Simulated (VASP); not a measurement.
# Re (Fm-3m) in VASP: single point with PBEsol

Aim: the single point of Re with PBEsol.

All numbers are computed with VASP 6.6.1; they aren't measurements. Logs are shortened: lines on timing, memory, paths and dates and some standing lists are left out, and cuts for length are marked.

## (1) The cell of the first run

It takes space group Fm-3m (No. 225, cubic). Conventional cell: a = 3.881 Å, b = 3.881 Å, c = 3.881 Å, α = 90.00°, β = 90.00°, γ = 90.00°. Re (site symmetry m-3m) has 12 Re at 2.74 Å within 3.6 Å.

This isn't the form of Re at room conditions, which is hcp.

## (2) Single point, PBEsol

The input, POSCAR:

```
Re
1.0
    0.0000000000      1.9402774905      1.9402774905
    1.9402774905      0.0000000000      1.9402774905
    1.9402774905      1.9402774905      0.0000000000
Re
1
Direct
    0.0000000000      0.0000000000      0.0000000000
```

The input, INCAR.step1:

```
PREC = Accurate
ENCUT = 520
EDIFF = 1E-6
ISMEAR = 0
SIGMA = 0.1
LREAL = False
LASPH = True
NELM = 60
ALGO = Fast
ISIF = 2
LWAVE = False
LCHARG = True
LMAXMIX = 4
GGA = PS
NBANDS = 10
```

The input, KPOINTS.step1:

```
Automatic mesh
0
Gamma
  18 18 18
```

The input, INCAR.step2:

```
PREC = Accurate
ENCUT = 520
EDIFF = 1E-6
ISMEAR = -5
SIGMA = 0.1
LREAL = False
LASPH = True
NELM = 60
ALGO = Fast
ISIF = 2
LWAVE = False
LCHARG = False
LMAXMIX = 4
GGA = PS
LORBIT = 11
NEDOS = 1001
ICHARG = 11
```

The input, KPOINTS.step2:

```
Automatic mesh
0
Gamma
  27 27 27
```

Potentials or basis: VASP PAW PBE potentials, release 64 (Re).

Command:

```console
cat potpaw_PBE.64/Re/POTCAR > POTCAR
cp INCAR.step1 INCAR
cp KPOINTS.step1 KPOINTS
mpirun -np 1 vasp_std > vasp.out
cp INCAR.step2 INCAR
cp KPOINTS.step2 KPOINTS
mpirun -np 1 vasp_std > vasp.out
```

OUTCAR:

```text
PREC = Accurate
   ENCUT = 520
   EDIFF = 1E-6
   ISMEAR = -5
   LREAL = False
   LASPH = True
   NELM = 60
   ISIF = 2
   GGA = PS
   LORBIT = 11
   ICHARG = 11

 ion  position               nearest neighbor table
   1  0.000  0.000  0.000-

  LATTYP: Found a face centered cubic cell.
 ALAT       =     3.8805549810

  Lattice vectors:

 A1 = (   0.0000000000,   1.9402774905,   1.9402774905)
 A2 = (   1.9402774905,   0.0000000000,   1.9402774905)
 A3 = (   1.9402774905,   1.9402774905,   0.0000000000)

Analysis of symmetry for initial positions (statically):
=====================================================================
 Subroutine PRICEL returns:
 Original cell was already a primitive cell.

 Routine SETGRP: Setting up the symmetry group for a
 face centered cubic supercell.

 Subroutine GETGRP returns: Found 48 space group operations
 (whereof 48 operations were pure point group operations)
 out of a pool of 48 trial point group operations.

The static configuration has the point symmetry O_h .

Analysis of symmetry for dynamics (positions and initial velocities):
=====================================================================
 Subroutine PRICEL returns:
 Original cell was already a primitive cell.

 Routine SETGRP: Setting up the symmetry group for a
 face centered cubic supercell.

 Subroutine GETGRP returns: Found 48 space group operations
 (whereof 48 operations were pure point group operations)
 out of a pool of 48 trial point group operations.

The dynamic configuration has the point symmetry O_h .

 Subroutine INISYM returns: Found 48 space group operations
 (whereof 48 operations are pure point group operations),
 and found     1 'primitive' translations

----------------------------------------------------------------------------------------

                                     Primitive cell

  volume of cell :      14.6090

  direct lattice vectors                    reciprocal lattice vectors
     0.000000000  1.940277490  1.940277490    -0.257695099  0.257695099  0.257695099
     1.940277490  0.000000000  1.940277490     0.257695099 -0.257695099  0.257695099
     1.940277490  1.940277490  0.000000000     0.257695099  0.257695099 -0.257695099

  length of vectors
     2.743966742  2.743966742  2.743966742     0.446341004  0.446341004  0.446341004

  position of ions in fractional coordinates (direct lattice)
     0.000000000  0.000000000  0.000000000

  ion indices of the primitive-cell ions
   primitive index   ion index
                 1           1

----------------------------------------------------------------------------------------

 KPOINTS: Automatic mesh

Automatic generation of k-mesh.
 Grid dimensions read from file:
 generate k-points for:   27   27   27

 Generating k-lattice:

  Cartesian coordinates                     Fractional coordinates (reciprocal lattice)
    -0.009544263  0.009544263  0.009544263     0.037037037  0.000000000  0.000000000
     0.009544263 -0.009544263  0.009544263     0.000000000  0.037037037  0.000000000
     0.009544263  0.009544263 -0.009544263     0.000000000  0.000000000  0.037037037

  Length of vectors
     0.016531148  0.016531148  0.016531148

  Shift w.r.t. Gamma in fractional coordinates (k-lattice)
     0.000000000  0.000000000  0.000000000

 TETIRR: Found   2653 inequivalent tetrahedra from   118098

 Subroutine IBZKPT returns following result:
 ===========================================

 Found    560 irreducible k-points:

 Following reciprocal coordinates:
            Coordinates               Weight
  0.000000  0.000000  0.000000      1.000000
  0.037037  0.000000  0.000000      8.000000
  0.074074  0.000000  0.000000      8.000000
  0.111111  0.000000  0.000000      8.000000
  0.148148  0.000000  0.000000      8.000000
  0.185185  0.000000  0.000000      8.000000
[... 16 lines left out ...]
  0.333333  0.037037  0.000000     24.000000
  0.370370  0.037037  0.000000     24.000000
 [... further k-points ...]
   k-points           NKPTS =    560   k-points in BZ     NKDIM =    560   number of bands    NBANDS=      7
   number of dos      NEDOS =   1001   number of ions     NIONS =      1
   total plane-waves  NPLWV =   8000
   dimension x,y,z NGX =    20 NGY =   20 NGZ =   20
   dimension x,y,z NGXF=    40 NGYF=   40 NGZF=   40
   ions per type =               1
   NGX,Y,Z   is equivalent  to a cutoff of  12.12, 12.12, 12.12 a.u.
   NGXF,Y,Z  is equivalent  to a cutoff of  24.23, 24.23, 24.23 a.u.
 SYSTEM =  unknown system
   PREC   = accura    normal or accurate (medium, high low for compatibility)
   ISTART =      0    job   : 0-new  1-cont  2-samecut
   ICHARG =     11    charge: 1-file 2-atom 10-const
   ISPIN  =      1    spin polarized calculation?
   LNONCOLLINEAR =      F non collinear calculations
   LSORBIT =      F    spin-orbit coupling
   LASPH  =      T    aspherical Exc in radial PAW
   ENCUT  =  520.0 eV  38.22 Ry    6.18 a.u.   5.10  5.10  5.10*2*pi/ulx,y,z
   NELM   =     60;   NELMIN=  2; NELMDL=  0     # of ELM steps
   EDIFF  = 0.1E-05   stopping-criterion for ELM
   LREAL  =      F    real-space projection
   EDIFFG = 0.1E-04   stopping-criterion for IOM
   NSW    =      0    number of steps for IOM
   IBRION =     -1    ionic relax: 0-MD 1-quasi-New 2-CG
   NFREE  =      0    steps in history (QN), initial steepest desc. (CG)
   ISIF   =      2    stress and relaxation
   ISYM   =      2    0-nonsym 1-usesym 2-fastsym
   POTIM  = 0.5000    time-step for ionic-motion
   TEBEG  =    0.0;   TEEND  =   0.0 temperature during run
   PSTRESS=    0.0 pullay stress
   NELECT =       7.0000    total number of electrons
   NUPDOWN=      -1.0000    fix difference up-down
   EMIN   =  10.00;   EMAX   =-10.00  energy-range for DOS
   EFERMI =   0.00;   METHOD = LEGACY
   ISMEAR =    -5;   SIGMA  =   0.10  broadening in eV -4-tet -1-fermi 0-gaus
   EFERMI_NEDOS =   21; number of points for ismear=-14 and -15
   IALGO  =     68    algorithm
   IMIX   =      4    mixing-type and parameters
     AMIX     =   0.40;   BMIX     =  1.00
     AMIX_MAG =   1.60;   BMIX_MAG =  1.00
  volume/ion in A,a.u.               =      14.61        98.59
  Fermi-wavevector in a.u.,A,eV,Ry     =   1.281053  2.420839 22.328467  1.641096
  Thomas-Fermi vector in A             =   2.413445
   LORBIT       =     11    0 simple, 1 ext, 2 COOP (PROOUT), +10 PAW based schemes
   GGA     = PS    functional components
   LHFCALC =     F    Hartree Fock is set to
   AEXX    =    0.0000 exact exchange contribution
   IVDW    =     0    specifies the selected vdW correction
   LEPSILON=     F    determine dielectric tensor
   LRPA    =     F    only Hartree local field effects (RPA)
 non-spin polarized calculation
 RMM-DIIS sequential band-by-band and
 Fermi weights with tetrahedron method with Bloechl corrections
  energy-cutoff  :      520.00
  volume of cell :       14.61
 maximum number of plane-waves:       411

 number of electron       7.0000001 magnetization

 Free energy of the ion-electron system (eV)
  ---------------------------------------------------
  ext. energy  EPLUGINS =         0.00000000
  ---------------------------------------------------
  free energy    TOTEN  =       -13.30252022 eV

  energy without entropy =      -13.30252022  energy(sigma->0) =      -13.30252022

 E-fermi :   8.0912     XC(G=0): -13.8601

 val. band max:        8.1121934145   @ k =   0.3333   0.2222   0.0741
 cond. band min:       8.0584920732   @ k =   0.2593   0.1852   0.0741
 fundamental gap:     -0.0537013413
 Fermi energy:         8.0912462235

 k-point     1 :       0.0000    0.0000    0.0000
  band No.  band energies     occupation
      1      -2.1383      2.00000
      2       6.1346      2.00000
      3       6.1346      2.00000
      4       6.1346      2.00000
      5       9.3577      0.00000
      6       9.3577      0.00000
      7      22.0369      0.00000

 k-point     2 :       0.0370    0.0000    0.0000
  band No.  band energies     occupation
      1      -2.0734      2.00000
      2       6.0890      2.00000
      3       6.1658      2.00000
      4       6.1658      2.00000
      5       9.3316      0.00000
      6       9.3316      0.00000
      7      22.1650      0.00000

 k-point     3 :       0.0741    0.0000    0.0000
  band No.  band energies     occupation
      1      -1.8815      2.00000
      2       5.9612      2.00000
      3       6.2543      2.00000
      4       6.2543      2.00000
      5       9.2617      0.00000
      6       9.2617      0.00000
      7      22.5351      0.00000

 k-point     4 :       0.1111    0.0000    0.0000
  band No.  band energies     occupation
      1      -1.5725      2.00000
      2       5.7760      2.00000
      3       6.3836      2.00000
      4       6.3836      2.00000
      5       9.1742      0.00000
      6       9.1742      0.00000
      7      23.0939      0.00000

 k-point     5 :       0.1481    0.0000    0.0000
  band No.  band energies     occupation
      1      -1.1640      2.00000
      2       5.5703      2.00000
      3       6.5222      2.00000
      4       6.5222      2.00000
      5       9.1127      0.00000
      6       9.1127      0.00000
      7      23.6628      0.00000
[... 161 lines left out ...]
 k-point    22 :       0.2963    0.0370    0.0000
  band No.  band energies     occupation
      1       0.6216      2.00000
      2       5.3876      2.00000
      3       6.4601      2.00000
      4       6.5723      2.00000
      5       9.6077      0.00000
      6      10.1808      0.00000
      7      21.4684      0.00000

 k-point    23 :       0.3333    0.0370    0.0000
  band No.  band energies     occupation
      1       0.9189      2.00000
      2       5.7585      2.00000
      3       6.2978      2.00000
      4       6.4353      2.00000
      5      10.1118      0.00000
      6      10.6261      0.00000
      7      20.7715      0.00000

 k-point    24 :       0.3704    0.0370    0.0000
  band No.  band energies     occupation
      1       1.0867      2.00000
      2       6.1328      2.00000
      3       6.2903      2.00000
      4       6.3231      2.00000
      5      10.6544      0.00000
      6      11.0821      0.00000
      7      20.0833      0.00000

 [... further k-points ...]
[... 5 lines left out ...]
  --------------------------------------------------------------------------------------
  -------------------------------------------------------------------------------------
  Total       -0.0018771     -0.0018771     -0.0018771      0.0000000      0.0000000      0.0000000
  in kB       -0.2058599     -0.2058599     -0.2058599      0.0000000      0.0000000      0.0000000
  external PRESSURE =      -0.2058599 kB  Pullay stress =       0.0000000 kB

 VOLUME and BASIS-vectors are now :
 -----------------------------------------------------------------------------
  energy-cutoff  :      520.00
  volume of cell :       14.61
      direct lattice vectors                 reciprocal lattice vectors
     0.000000000  1.940277490  1.940277490    -0.257695099  0.257695099  0.257695099
     1.940277490  0.000000000  1.940277490     0.257695099 -0.257695099  0.257695099
     1.940277490  1.940277490  0.000000000     0.257695099  0.257695099 -0.257695099

 POSITION                                       TOTAL-FORCE (eV/Angst)
 -----------------------------------------------------------------------------------
      0.00000      0.00000      0.00000         0.000000      0.000000      0.000000
 -----------------------------------------------------------------------------------
    total drift:                                0.000000      0.000000     -0.000000

  FREE ENERGIE OF THE ION-ELECTRON SYSTEM (eV)
  ---------------------------------------------------
  free  energy   TOTEN  =       -13.3025202163 eV

  energy  without entropy=      -13.3025202163  energy(sigma->0) =      -13.30252022

 total charge

# of ion       s       p       d       tot
------------------------------------------
    1        0.628   0.691   4.866   6.185
```

It took 64 s on 1 thread of Intel Xeon 8259CL, shared host; peak memory 0.19 GiB.

What came out:

```
Valence electrons inside the program's atomic spheres : Re 6.18
```

Levels at points of the mesh, in eV from the Fermi level:
| k point | band 1 | band 2 | band 3 | band 4 | band 5 | band 6 | band 7 |
| --- | --- | --- | --- | --- | --- | --- | --- |
| (0.00, 0.00, 0.00) | -10.23 | -1.96 | -1.96 | -1.96 | 1.27 | 1.27 | 13.95 |

Caveat: the PAW data sets were made with another functional, which shifts forces and pressure a little; spin-orbit coupling is left out, which moves the levels of the heavy elements; tetrahedron occupations give inexact forces and stress in metals.
